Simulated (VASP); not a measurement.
# Sc (P6_3/mmc) in VASP: further runs

The runs below take Sc through single point, with LDA.

Everything below comes from runs of VASP 6.6.1. Logs are shortened: lines on timing, memory, paths and dates and some standing lists are left out, and cuts for length are marked.

### 1 The cell of the first run

Symmetry: P6_3/mmc, No. 194, hexagonal system. Conventional cell: a = 3.241 Å, b = 3.241 Å, c = 5.166 Å, α = 90.00°, β = 90.00°, γ = 120.00°. Within 4.2 Å of Sc (site symmetry -6m2) lie 12 Sc at 3.19 to 3.24 Å.

### 2 Single point, LDA (23.50 Å³/atom)

INCAR

```
PREC = Accurate
ENCUT = 520
EDIFF = 1E-6
ISMEAR = 0
SIGMA = 0.05
LREAL = False
LASPH = True
NELM = 80
ALGO = Normal
ISIF = 2
LWAVE = False
LCHARG = True
GGA = CA
LELF = True
LVHAR = True
NBANDS = 18
```

KPOINTS

```
regular mesh
0
Gamma
  9 9 5
```

POSCAR

```
Sc
1.0
    3.2414504337      0.0000000000      0.0000000000
   -1.6207252169      2.8071784207      0.0000000000
    0.0000000000      0.0000000000      5.1656514271
Sc
2
Direct
    0.6666666667      0.3333333333      0.7500000000
    0.3333333333      0.6666666667      0.2500000000
```

Potentials or basis: VASP PAW LDA potentials, release 64 (Sc_sv).

Launch:

```sh
$ cat potpaw_LDA.64/Sc_sv/POTCAR > POTCAR
$ mpirun -np 1 vasp_std > vasp.out
```

OUTCAR:

```text
PREC = Accurate
   ENCUT = 520
   EDIFF = 1E-6
   ISMEAR = 0
   LREAL = False
   LASPH = True
   NELM = 80
   ISIF = 2
   GGA = CA

 ion  position               nearest neighbor table
   1  0.667  0.333  0.750-   2 3.19   2 3.19   2 3.19   2 3.19   2 3.19   2 3.19
   2  0.333  0.667  0.250-   1 3.19   1 3.19   1 3.19   1 3.19   1 3.19   1 3.19

  LATTYP: Found a hexagonal cell.
 ALAT       =     3.2414504337
 C/A-ratio  =     1.5936234512

  Lattice vectors:

 A1 = (   3.2414504337,   0.0000000000,   0.0000000000)
 A2 = (  -1.6207252169,   2.8071784207,   0.0000000000)
 A3 = (   0.0000000000,   0.0000000000,   5.1656514271)

Analysis of symmetry for initial positions (statically):
=====================================================================
 Subroutine PRICEL returns:
 Original cell was already a primitive cell.

 Routine SETGRP: Setting up the symmetry group for a
 hexagonal supercell.

 Subroutine GETGRP returns: Found 24 space group operations
 (whereof 12 operations were pure point group operations)
 out of a pool of 24 trial point group operations.

The static configuration has the point symmetry D_3d.
 The point group associated with its full space group is D_6h.

Analysis of symmetry for dynamics (positions and initial velocities):
=====================================================================
 Subroutine PRICEL returns:
 Original cell was already a primitive cell.

 Routine SETGRP: Setting up the symmetry group for a
 hexagonal supercell.

 Subroutine GETGRP returns: Found 24 space group operations
 (whereof 12 operations were pure point group operations)
 out of a pool of 24 trial point group operations.

The dynamic configuration has the point symmetry D_3d.
 The point group associated with its full space group is D_6h.

 Subroutine INISYM returns: Found 24 space group operations
 (whereof 12 operations are pure point group operations),
 and found     1 'primitive' translations

----------------------------------------------------------------------------------------

                                     Primitive cell

  volume of cell :      47.0040

  direct lattice vectors                    reciprocal lattice vectors
     3.241450434  0.000000000  0.000000000     0.308503869  0.178114792  0.000000000
    -1.620725217  2.807178421  0.000000000     0.000000000  0.356229584  0.000000000
     0.000000000  0.000000000  5.165651427     0.000000000  0.000000000  0.193586426

  length of vectors
     3.241450434  3.241450434  5.165651427     0.356229584  0.356229584  0.193586426

  position of ions in fractional coordinates (direct lattice)
     0.666666667  0.333333333  0.750000000
     0.333333333  0.666666667  0.250000000

  ion indices of the primitive-cell ions
   primitive index   ion index
                 1           1
                 2           2

----------------------------------------------------------------------------------------

 KPOINTS: regular mesh

Automatic generation of k-mesh.
 Grid dimensions read from file:
 generate k-points for:    9    9    5

 Generating k-lattice:

  Cartesian coordinates                     Fractional coordinates (reciprocal lattice)
     0.034278208  0.019790532  0.000000000     0.111111111  0.000000000  0.000000000
     0.000000000  0.039581065  0.000000000     0.000000000  0.111111111  0.000000000
     0.000000000  0.000000000  0.038717285     0.000000000  0.000000000  0.200000000

  Length of vectors
     0.039581065  0.039581065  0.038717285

  Shift w.r.t. Gamma in fractional coordinates (k-lattice)
     0.000000000  0.000000000  0.000000000

 Subroutine IBZKPT returns following result:
 ===========================================

 Found     36 irreducible k-points:

 Following reciprocal coordinates:
            Coordinates               Weight
  0.000000  0.000000  0.000000      1.000000
  0.111111  0.000000  0.000000      6.000000
  0.222222  0.000000  0.000000      6.000000
  0.333333 -0.000000  0.000000      6.000000
  0.444444  0.000000  0.000000      6.000000
  0.111111  0.111111  0.000000      6.000000
[... 16 lines left out ...]
  0.333333  0.222222  0.200000     24.000000
  0.333333  0.333333  0.200000      4.000000
 [... further k-points ...]
   k-points           NKPTS =     36   k-points in BZ     NKDIM =     36   number of bands    NBANDS=     18
   number of dos      NEDOS =    301   number of ions     NIONS =      2
   total plane-waves  NPLWV =  23040
   dimension x,y,z NGX =    24 NGY =   24 NGZ =   40
   dimension x,y,z NGXF=    48 NGYF=   48 NGZF=   80
   ions per type =               2
   NGX,Y,Z   is equivalent  to a cutoff of  12.31, 12.31, 12.87 a.u.
   NGXF,Y,Z  is equivalent  to a cutoff of  24.62, 24.62, 25.75 a.u.
 SYSTEM =  unknown system
   PREC   = accura    normal or accurate (medium, high low for compatibility)
   ISTART =      0    job   : 0-new  1-cont  2-samecut
   ICHARG =      2    charge: 1-file 2-atom 10-const
   ISPIN  =      1    spin polarized calculation?
   LNONCOLLINEAR =      F non collinear calculations
   LSORBIT =      F    spin-orbit coupling
   LASPH  =      T    aspherical Exc in radial PAW
   ENCUT  =  520.0 eV  38.22 Ry    6.18 a.u.   6.03  6.03  9.60*2*pi/ulx,y,z
   NELM   =     80;   NELMIN=  2; NELMDL= -5     # of ELM steps
   EDIFF  = 0.1E-05   stopping-criterion for ELM
   LREAL  =      F    real-space projection
   EDIFFG = 0.1E-04   stopping-criterion for IOM
   NSW    =      0    number of steps for IOM
   IBRION =     -1    ionic relax: 0-MD 1-quasi-New 2-CG
   NFREE  =      0    steps in history (QN), initial steepest desc. (CG)
   ISIF   =      2    stress and relaxation
   ISYM   =      2    0-nonsym 1-usesym 2-fastsym
   POTIM  = 0.5000    time-step for ionic-motion
   TEBEG  =    0.0;   TEEND  =   0.0 temperature during run
   PSTRESS=    0.0 pullay stress
   NELECT =      22.0000    total number of electrons
   NUPDOWN=      -1.0000    fix difference up-down
   EMIN   =  10.00;   EMAX   =-10.00  energy-range for DOS
   EFERMI =   0.00;   METHOD = LEGACY
   ISMEAR =     0;   SIGMA  =   0.05  broadening in eV -4-tet -1-fermi 0-gaus
   EFERMI_NEDOS =   21; number of points for ismear=-14 and -15
   IALGO  =     38    algorithm
   IMIX   =      4    mixing-type and parameters
     AMIX     =   0.40;   BMIX     =  1.00
     AMIX_MAG =   1.60;   BMIX_MAG =  1.00
  volume/ion in A,a.u.               =      23.50       158.60
  Fermi-wavevector in a.u.,A,eV,Ry     =   1.271074  2.401982 21.981974  1.615630
  Thomas-Fermi vector in A             =   2.404027
   LORBIT       =      0    0 simple, 1 ext, 2 COOP (PROOUT), +10 PAW based schemes
   GGA     = CA    functional components
   LHFCALC =     F    Hartree Fock is set to
   AEXX    =    0.0000 exact exchange contribution
   IVDW    =     0    specifies the selected vdW correction
   LEPSILON=     F    determine dielectric tensor
   LRPA    =     F    only Hartree local field effects (RPA)
 non-spin polarized calculation
 Gauss-broadening in eV      SIGMA  =   0.05
  energy-cutoff  :      520.00
  volume of cell :       47.00
 maximum number of plane-waves:      1290
   NGX = 13   NGY = 13   NGZ = 19

 number of electron      21.9999996 magnetization

 Free energy of the ion-electron system (eV)
  ---------------------------------------------------
  ext. energy  EPLUGINS =         0.00000000
  ---------------------------------------------------
  free energy    TOTEN  =       -13.42825170 eV

  energy without entropy =      -13.42207562  energy(sigma->0) =      -13.42516366

 E-fermi :   3.7418     XC(G=0): -10.3416

 val. band max:        3.7382662303   @ k =   0.3333  -0.0000   0.4000
 cond. band min:       3.7467999834   @ k =   0.3333   0.1111   0.2000
 fundamental gap:      0.0085337531
 Fermi energy:         3.7418053319

 k-point     1 :       0.0000    0.0000    0.0000
  band No.  band energies     occupation
      1     -44.9540      2.00000
      2     -44.8692      2.00000
      3     -24.1637      2.00000
      4     -23.7480      2.00000
      5     -23.7480      2.00000
      6     -23.6769      2.00000
[... 10 lines left out ...]
     17       6.1884      0.00000
     18       6.1884      0.00000

 k-point     2 :       0.1111    0.0000    0.0000
  band No.  band energies     occupation
      1     -44.9464      2.00000
      2     -44.8661      2.00000
      3     -24.1444      2.00000
      4     -23.7878      2.00000
      5     -23.7611      2.00000
      6     -23.7182      2.00000
[... 10 lines left out ...]
     17       5.9885      0.00000
     18       6.0217      0.00000

 k-point     3 :       0.2222    0.0000    0.0000
  band No.  band energies     occupation
      1     -44.9262      2.00000
      2     -44.8589      2.00000
      3     -24.0916      2.00000
      4     -23.8894      2.00000
      5     -23.8194      2.00000
      6     -23.7926      2.00000
[... 10 lines left out ...]
     17       6.2681      0.00000
     18       6.5070      0.00000

 k-point     4 :       0.3333   -0.0000    0.0000
  band No.  band energies     occupation
      1     -44.9013      2.00000
      2     -44.8526      2.00000
      3     -24.0194      2.00000
      4     -24.0063      2.00000
      5     -23.9291      2.00000
      6     -23.8269      2.00000
[... 375 lines left out ...]
      4     -24.0075      2.00000
      5     -23.8900      2.00000
      6     -23.8705      2.00000
[... 10 lines left out ...]
     17       7.3092      0.00000
     18       7.6200      0.00000

 k-point    23 :       0.3333    0.2222    0.2000
  band No.  band energies     occupation
      1     -44.8700      2.00000
      2     -44.8545      2.00000
      3     -24.0605      2.00000
      4     -24.0158      2.00000
      5     -23.9361      2.00000
      6     -23.8559      2.00000
[... 10 lines left out ...]
     17       7.3191      0.00000
     18       7.8074      0.00000

 k-point    24 :       0.3333    0.3333    0.2000
  band No.  band energies     occupation
      1     -44.8595      2.00000
      2     -44.8595      2.00000
      3     -24.0111      2.00000
      4     -24.0022      2.00000
      5     -24.0022      2.00000
      6     -23.8817      2.00000
[... 10 lines left out ...]
     17       7.4871      0.00000
     18       7.4871      0.00000

 [... further k-points ...]

------------------------ aborting loop because EDIFF is reached ----------------------------------------

  FORCE on cell =-STRESS in cart. coord.  units (eV):
  Direction    XX          YY          ZZ          XY          YZ          ZX
  --------------------------------------------------------------------------------------
  -------------------------------------------------------------------------------------
  Total       -0.4755034     -0.4755034     -1.0947775      0.0000000      0.0000000      0.0000000
  in kB      -16.2080107    -16.2080107    -37.3165902      0.0000000      0.0000000      0.0000000
  external PRESSURE =     -23.2442039 kB  Pullay stress =       0.0000000 kB

 VOLUME and BASIS-vectors are now :
 -----------------------------------------------------------------------------
  energy-cutoff  :      520.00
  volume of cell :       47.00
      direct lattice vectors                 reciprocal lattice vectors
     3.241450434  0.000000000  0.000000000     0.308503869  0.178114792  0.000000000
    -1.620725217  2.807178421  0.000000000     0.000000000  0.356229584  0.000000000
     0.000000000  0.000000000  5.165651427     0.000000000  0.000000000  0.193586426

 POSITION                                       TOTAL-FORCE (eV/Angst)
 -----------------------------------------------------------------------------------
      1.62073      0.93573      3.87424        -0.000000     -0.000000      0.000000
     -0.00000      1.87145      1.29141         0.000000      0.000000      0.000000
 -----------------------------------------------------------------------------------
    total drift:                               -0.000000      0.000000     -0.000000

  FREE ENERGIE OF THE ION-ELECTRON SYSTEM (eV)
  ---------------------------------------------------
  free  energy   TOTEN  =       -13.4282517018 eV

  energy  without entropy=      -13.4220756234  energy(sigma->0) =      -13.42516366
```

Run time: 13 s. Hardware: 1 thread of Intel Xeon Platinum 8488C (Sapphire Rapids), shared host; peak memory 0.15 GiB.

What came out:

- Free energy: -13.4283 eV
- Pressure: -2.3 GPa
- Band gap on the k mesh: zero (bands 11 and 12 overlap by 1.25 eV)

Levels at points of the mesh, in eV from the Fermi level:
| k point | band 9 | band 10 | band 11 | band 12 | band 13 | band 14 |
| --- | --- | --- | --- | --- | --- | --- |
| (0.00, 0.00, 0.00) | -5.16 | -1.75 | 0.65 | 1.61 | 1.61 | 1.74 |

(Continued in part 2 of 2.)
